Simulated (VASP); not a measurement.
A run of VASP 6.6.1 is set up as follows.

The input INCAR:

```
PREC = Accurate
ENCUT = 520
EDIFF = 1E-7
ISMEAR = 0
SIGMA = 0.02
LREAL = F
LASPH = T
NELM = 60
ALGO = Normal
ISIF = 2
LWAVE = F
LCHARG = F
GGA = PE
NBANDS = 14
```

File KPOINTS:

```
regular mesh
0
Gamma
  8 8 8
```

POSCAR

```
NaF
1.0
    0.0000000000      2.3499911814      2.3499911814
    2.3499911814      0.0000000000      2.3499911814
    2.3499911814      2.3499911814      0.0000000000
Na F
1 1
Direct
    0.0000000000      0.0000000000      0.0000000000
    0.5000000000      0.5000000000      0.5000000000
```

Potentials or basis: VASP PAW PBE potentials, release 64 (Na_pv, F).

Launch:

```console
$ cat potpaw_PBE.64/Na_pv/POTCAR potpaw_PBE.64/F/POTCAR > POTCAR
$ mpirun -np 1 vasp_std > vasp.out
```

Q: Estimate the band gap on the k mesh.

A: 6.08 eV, direct.

Q: What does it give for the pressure?

A: -0.1 GPa.

A hybrid or GW would open this gap; PBE tends to underestimate it.
